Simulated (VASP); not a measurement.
# BeTe (F-43m) in VASP: notebook

Runs on BeTe. Level: r2SCAN. Tasks: electric field gradients.

Everything below comes from runs of VASP 6.6.1. Logs are shortened: lines on timing, memory, paths and dates and some standing lists are left out, and cuts for length are marked.

## Step 1: The cell of the first run

It takes space group F-43m (No. 216, cubic). The conventional cell has a = 5.586 Å, b = 5.586 Å, c = 5.586 Å, α = 90.00°, β = 90.00°, γ = 90.00°. Be (site symmetry -43m) has 4 Te at 2.42 Å within 3.2 Å. Within 3.2 Å of Te (site symmetry -43m) lie 4 Be at 2.42 Å.

## Step 2: Electric field gradients, r2SCAN (volume scaled by 0.96)

Input file POSCAR:

```
BeTe
1.0
    0.0000000000      2.7931911400      2.7931911400
    2.7931911400      0.0000000000      2.7931911400
    2.7931911400      2.7931911400      0.0000000000
Be Te
1 1
Direct
    0.0000000000      0.0000000000      0.0000000000
    0.2500000000      0.2500000000      0.2500000000
```

Input file INCAR.step1:

```
SYSTEM = BeTe
  PREC = Accurate
  ENCUT = 520
  ISMEAR = -1
  SIGMA = 0.02
  LREAL = .FALSE.
  LASPH = .TRUE.
  NELM = 60
  NBANDS = 11
  GGA = PE
  ALGO = Normal
  EDIFF = 1E-4
  LWAVE = .TRUE.
  LCHARG = .FALSE.
```

Input file INCAR.step2:

```
SYSTEM = BeTe
  PREC = Accurate
  ENCUT = 520
  EDIFF = 1E-8
  ISMEAR = -1
  SIGMA = 0.02
  LREAL = .FALSE.
  LASPH = .TRUE.
  NELM = 60
  ALGO = Normal
  ISIF = 2
  LWAVE = .FALSE.
  LCHARG = .FALSE.
  METAGGA = R2SCAN
  LMIXTAU = .TRUE.
  LEFG = .TRUE.
  NBANDS = 11
  ISTART = 1
```

Input file KPOINTS:

```
Automatic mesh
0
G
  8 8 8
  0 0 0
```

Potentials or basis: VASP PAW PBE potentials, release 64 (Be, Te).

Run with:

```sh
$ cat potpaw_PBE.64/Be/POTCAR potpaw_PBE.64/Te/POTCAR > POTCAR
$ cp INCAR.step1 INCAR
$ mpirun -np 1 vasp_std > vasp.out
$ cp INCAR.step2 INCAR
$ mpirun -np 1 vasp_std > vasp.out
```

OUTCAR:

```text
SYSTEM = BeTe
   PREC = Accurate
   ENCUT = 520
   EDIFF = 1E-8
   ISMEAR = -1
   LREAL = .FALSE.
   LASPH = .TRUE.
   NELM = 60
   ISIF = 2
   METAGGA = R2SCAN
   ISTART = 1

 ion  position               nearest neighbor table
   1  0.000  0.000  0.000-   2 2.42   2 2.42   2 2.42   2 2.42
   2  0.250  0.250  0.250-   1 2.42   1 2.42   1 2.42   1 2.42

  LATTYP: Found a face centered cubic cell.
 ALAT       =     5.5863822800

  Lattice vectors:

 A1 = (   0.0000000000,   2.7931911400,   2.7931911400)
 A2 = (   2.7931911400,   0.0000000000,   2.7931911400)
 A3 = (   2.7931911400,   2.7931911400,   0.0000000000)

Analysis of symmetry for initial positions (statically):
=====================================================================
 Subroutine PRICEL returns:
 Original cell was already a primitive cell.

 Routine SETGRP: Setting up the symmetry group for a
 face centered cubic supercell.

 Subroutine GETGRP returns: Found 24 space group operations
 (whereof 24 operations were pure point group operations)
 out of a pool of 48 trial point group operations.

The static configuration has the point symmetry T_d .

Analysis of symmetry for dynamics (positions and initial velocities):
=====================================================================
 Subroutine PRICEL returns:
 Original cell was already a primitive cell.

 Routine SETGRP: Setting up the symmetry group for a
 face centered cubic supercell.

 Subroutine GETGRP returns: Found 24 space group operations
 (whereof 24 operations were pure point group operations)
 out of a pool of 48 trial point group operations.

The dynamic configuration has the point symmetry T_d .

 Subroutine INISYM returns: Found 24 space group operations
 (whereof 24 operations are pure point group operations),
 and found     1 'primitive' translations

----------------------------------------------------------------------------------------

                                     Primitive cell

  volume of cell :      43.5845

  direct lattice vectors                    reciprocal lattice vectors
     0.000000000  2.793191140  2.793191140    -0.179006726  0.179006726  0.179006726
     2.793191140  0.000000000  2.793191140     0.179006726 -0.179006726  0.179006726
     2.793191140  2.793191140  0.000000000     0.179006726  0.179006726 -0.179006726

  length of vectors
     3.950168792  3.950168792  3.950168792     0.310048744  0.310048744  0.310048744

  position of ions in fractional coordinates (direct lattice)
     0.000000000  0.000000000  0.000000000
     0.250000000  0.250000000  0.250000000

  ion indices of the primitive-cell ions
   primitive index   ion index
                 1           1
                 2           2

----------------------------------------------------------------------------------------

 KPOINTS: Automatic mesh

Automatic generation of k-mesh.
 Grid dimensions read from file:
 generate k-points for:    8    8    8

 Generating k-lattice:

  Cartesian coordinates                     Fractional coordinates (reciprocal lattice)
    -0.022375841  0.022375841  0.022375841     0.125000000  0.000000000  0.000000000
     0.022375841 -0.022375841  0.022375841     0.000000000  0.125000000  0.000000000
     0.022375841  0.022375841 -0.022375841     0.000000000  0.000000000  0.125000000

  Length of vectors
     0.038756093  0.038756093  0.038756093

  Shift w.r.t. Gamma in fractional coordinates (k-lattice)
     0.000000000  0.000000000  0.000000000

 Subroutine IBZKPT returns following result:
 ===========================================

 Found     29 irreducible k-points:

 Following reciprocal coordinates:
            Coordinates               Weight
  0.000000  0.000000  0.000000      1.000000
  0.125000  0.000000  0.000000      8.000000
  0.250000  0.000000  0.000000      8.000000
  0.375000  0.000000  0.000000      8.000000
  0.500000  0.000000  0.000000      4.000000
  0.125000  0.125000  0.000000      6.000000
[... 16 lines left out ...]
  0.500000  0.250000  0.125000     48.000000
 -0.375000  0.250000  0.125000     24.000000
 [... further k-points ...]
   k-points           NKPTS =     29   k-points in BZ     NKDIM =     29   number of bands    NBANDS=     11
   number of dos      NEDOS =    301   number of ions     NIONS =      2
   total plane-waves  NPLWV =  27000
   dimension x,y,z NGX =    30 NGY =   30 NGZ =   30
   dimension x,y,z NGXF=    60 NGYF=   60 NGZF=   60
   ions per type =               1   1
   NGX,Y,Z   is equivalent  to a cutoff of  12.63, 12.63, 12.63 a.u.
   NGXF,Y,Z  is equivalent  to a cutoff of  25.25, 25.25, 25.25 a.u.
 SYSTEM =  BeTe
   PREC   = accura    normal or accurate (medium, high low for compatibility)
   ISTART =      1    job   : 0-new  1-cont  2-samecut
   ICHARG =      0    charge: 1-file 2-atom 10-const
   ISPIN  =      1    spin polarized calculation?
   LNONCOLLINEAR =      F non collinear calculations
   LSORBIT =      F    spin-orbit coupling
   LASPH  =      T    aspherical Exc in radial PAW
   ENCUT  =  520.0 eV  38.22 Ry    6.18 a.u.   7.34  7.34  7.34*2*pi/ulx,y,z
   NELM   =     60;   NELMIN=  2; NELMDL=  0     # of ELM steps
   EDIFF  = 0.1E-07   stopping-criterion for ELM
   LREAL  =      F    real-space projection
   EDIFFG = 0.1E-06   stopping-criterion for IOM
   NSW    =      0    number of steps for IOM
   IBRION =     -1    ionic relax: 0-MD 1-quasi-New 2-CG
   NFREE  =      0    steps in history (QN), initial steepest desc. (CG)
   ISIF   =      2    stress and relaxation
   ISYM   =      2    0-nonsym 1-usesym 2-fastsym
   POTIM  = 0.5000    time-step for ionic-motion
   TEBEG  =    0.0;   TEEND  =   0.0 temperature during run
   PSTRESS=    0.0 pullay stress
   NELECT =       8.0000    total number of electrons
   NUPDOWN=      -1.0000    fix difference up-down
   EMIN   =  10.00;   EMAX   =-10.00  energy-range for DOS
   EFERMI =   0.00;   METHOD = LEGACY
   ISMEAR =    -1;   SIGMA  =   0.02  broadening in eV -4-tet -1-fermi 0-gaus
   EFERMI_NEDOS =   21; number of points for ismear=-14 and -15
   IALGO  =     38    algorithm
   IMIX   =      4    mixing-type and parameters
     AMIX     =   0.40;   BMIX     =  1.00
     AMIX_MAG =   1.60;   BMIX_MAG =  1.00
  volume/ion in A,a.u.               =      21.79       147.06
  Fermi-wavevector in a.u.,A,eV,Ry     =   0.930381  1.758165 11.777323  0.865609
  Thomas-Fermi vector in A             =   2.056763
   LORBIT       =      0    0 simple, 1 ext, 2 COOP (PROOUT), +10 PAW based schemes
   METAGGA = R2SCAN    functional components
   LHFCALC =     F    Hartree Fock is set to
   AEXX    =    0.0000 exact exchange contribution
   IVDW    =     0    specifies the selected vdW correction
   LEPSILON=     F    determine dielectric tensor
   LRPA    =     F    only Hartree local field effects (RPA)
 non-spin polarized calculation
  energy-cutoff  :      520.00
  volume of cell :       43.58
 maximum number of plane-waves:      1211
 NGX is ok and might be reduce to    30
   NGX = 15   NGY = 15   NGZ = 15

 number of electron       7.9999999 magnetization

 Free energy of the ion-electron system (eV)
  ---------------------------------------------------
  ext. energy  EPLUGINS =         0.00000000
  ---------------------------------------------------
  free energy    TOTEN  =       -30.67049562 eV

  energy without entropy =      -30.67049562  energy(sigma->0) =      -30.67049562

 E-fermi :   5.6607     XC(G=0):  -9.5815

 val. band max:        5.2190832484   @ k =   0.0000   0.0000   0.0000
 cond. band min:       7.4920118820   @ k =   0.5000   0.5000   0.0000
 fundamental gap:      2.2729286336
 Fermi energy:         5.6607410876

 k-point     1 :       0.0000    0.0000    0.0000
  band No.  band energies     occupation
      1      -7.7419      2.00000
      2       5.2191      2.00000
      3       5.2191      2.00000
      4       5.2191      2.00000
      5       9.2074      0.00000
      6       9.2074      0.00000
      7       9.2074      0.00000
      8       9.9227      0.00000
      9      14.3036      0.00000
     10      16.0118      0.00000
     11      16.0118      0.00000
[... 309 lines left out ...]
 k-point    24 :      -0.3750    0.2500    0.1250
  band No.  band energies     occupation
      1      -5.9616      2.00000
      2      -0.2620      2.00000
      3       2.1314      2.00000
      4       3.1753      2.00000
      5       9.8904      0.00000
      6      10.0517      0.00000
      7      12.5752      0.00000
      8      13.7306      0.00000
      9      14.3296      0.00000
     10      17.6130      0.00000
     11      18.0189      0.00000

 [... further k-points ...]

------------------------ aborting loop because EDIFF is reached ----------------------------------------

  FORCE on cell =-STRESS in cart. coord.  units (eV):
  Direction    XX          YY          ZZ          XY          YZ          ZX
  --------------------------------------------------------------------------------------
  -------------------------------------------------------------------------------------
  Total        0.7151302      0.7151302      0.7151302      0.0000000      0.0000000      0.0000000
  in kB       26.2883754     26.2883754     26.2883754      0.0000000      0.0000000      0.0000000
  external PRESSURE =      26.2883754 kB  Pullay stress =       0.0000000 kB

 VOLUME and BASIS-vectors are now :
 -----------------------------------------------------------------------------
  energy-cutoff  :      520.00
  volume of cell :       43.58
      direct lattice vectors                 reciprocal lattice vectors
     0.000000000  2.793191140  2.793191140    -0.179006726  0.179006726  0.179006726
     2.793191140  0.000000000  2.793191140     0.179006726 -0.179006726  0.179006726
     2.793191140  2.793191140  0.000000000     0.179006726  0.179006726 -0.179006726

 POSITION                                       TOTAL-FORCE (eV/Angst)
 -----------------------------------------------------------------------------------
      0.00000      0.00000      0.00000         0.000000      0.000000      0.000000
      1.39660      1.39660      1.39660        -0.000000     -0.000000     -0.000000
 -----------------------------------------------------------------------------------
    total drift:                                0.000000      0.000000      0.000000

  FREE ENERGIE OF THE ION-ELECTRON SYSTEM (eV)
  ---------------------------------------------------
  free  energy   TOTEN  =       -30.6704956193 eV

  energy  without entropy=      -30.6704956193  energy(sigma->0) =      -30.67049562

 Electric field gradients (V/A^2)
---------------------------------------------------------------------
 ion       V_xx      V_yy      V_zz      V_xy      V_xz      V_yz
---------------------------------------------------------------------
   1       0.000    -0.000    -0.000    -0.000    -0.000    -0.000
   2      -0.000    -0.000     0.000     0.000     0.000     0.000
---------------------------------------------------------------------

 Electric field gradients after diagonalization (V/A^2)
 (convention: |V_zz| > |V_xx| > |V_yy|)
----------------------------------------------------------------------
 ion       V_xx      V_yy      V_zz     asymmetry (V_yy - V_xx)/ V_zz
----------------------------------------------------------------------
   1       0.000     0.000    -0.000       0.000
   2      -0.000    -0.000     0.000       0.000
----------------------------------------------------------------------

           NMR quadrupolar parameters

 Cq : quadrupolar parameter    Cq=e*Q*V_zz/h
 eta: asymmetry parameters     (V_yy - V_xx)/ V_zz
 Q  : nuclear electric quadrupole moment in mb (millibarn)
----------------------------------------------------------------------
 ion       Cq(MHz)       eta       Q (mb)
----------------------------------------------------------------------
   1      -0.000       0.000       1.000
   2       0.000       0.000       1.000
----------------------------------------------------------------------
```

Wall time 1.9 min (1 thread of Intel Xeon 8259CL, shared host); peak memory 0.18 GiB.

What came out:

| Item | Value |
| --- | --- |
| Free energy | -30.6705 eV |
| Pressure | 2.6 GPa |
| Band gap on the k mesh | 2.27 eV, indirect (least direct gap 3.99 eV) |

Caveat: without QUAD_EFG the Cq values of the log hold for a quadrupole moment of 1 mb, not for the nuclei; the PAW data sets were made with another functional, which shifts forces and pressure a little; spin-orbit coupling is left out, which moves the levels of the heavy elements.

[end of part 1 of 2]
